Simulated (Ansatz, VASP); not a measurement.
**Fe2CuN2 in VASP and in Ansatz**

Contents of INCAR:

```
ALGO = Normal
EDIFF = 1E-6
ENCUT = 520
GGA = PE
ISIF = 2
ISMEAR = 0
LASPH = True
LCHARG = False
LREAL = False
LWAVE = False
NBANDS = 26
NELM = 60
PREC = Accurate
SIGMA = 0.1
```

Contents of KPOINTS:

```
k-points
0
Gamma
  14 14 14
```

Contents of POSCAR:

```
Fe2CuN2
1.0
   -1.7207843061      1.7207843061      5.2659395480
    1.7207843061     -1.7207843061      5.2659395480
    1.7207843061      1.7207843061     -5.2659395480
Fe Cu N
2 1 2
Direct
    0.7500000000      0.2500000000      0.5000000000
    0.2500000000      0.7500000000      0.5000000000
    0.0000000000      0.0000000000      0.0000000000
    0.8256580000      0.8256580000      0.0000000000
    0.1743420000      0.1743420000      0.0000000000
```

Input for Ansatz:

```yaml
crystal:
  lattice:
    - [-1.7207843061, 1.7207843061, 5.265939548]
    - [1.7207843061, -1.7207843061, 5.265939548]
    - [1.7207843061, 1.7207843061, -5.265939548]
  atoms:
    - { symbol: Fe, position: [0.75, 0.25, 0.5] }
    - { symbol: Fe, position: [0.25, 0.75, 0.5] }
    - { symbol: Cu, position: [0.0, 0.0, 0.0] }
    - { symbol: "N", position: [0.825658, 0.825658, 0.0] }
    - { symbol: "N", position: [0.174342, 0.174342, 0.0] }
basis:
  ecutwfc: 420
kpoints:
  mp_grid: { grid: [14, 14, 14] }
hamiltonian:
  xc: pbe
scf:
  occupations: { method: gaussian, width: 0.1 }
  lower_state_search: "off"
output:
  forces: true
  stress: true
  eigenvalues: true
```

Alike in both runs: task single point; functional PBE; k mesh 14 × 14 × 14; occupations gaussian, width 0.1 eV; no spin polarisation.

|  | VASP | Ansatz |
| --- | --- | --- |
| version | VASP 6.6.1 | Ansatz 0.2.0 |
| potentials or method | VASP PAW PBE potentials, release 64 (Fe, Cu, N), cutoff 520 eV | scalar-relativistic, plane waves, PAW |
| valence electrons in the cell | 37 | 61 |

```tsv
	VASP	Ansatz	Ansatz less VASP
gap on the k mesh at the Fermi level (eV)	none	none	-
pressure (GPa)	-0.2	-1.4	-1.16
traceless stress, the component that is largest in VASP (GPa)	0.60	0.70	+0.105
rms of the force components (eV/Å)	0.014	0.017	+0.0027
```

Atom by atom the forces differ by 0.031 eV/Å (rms over components). A gap of «none» marks a metal or a gap that the smearing closes. VASP's potentials hold 37 valence electrons a cell and Ansatz's 61, so a difference there can come from the potentials and not from the codes.
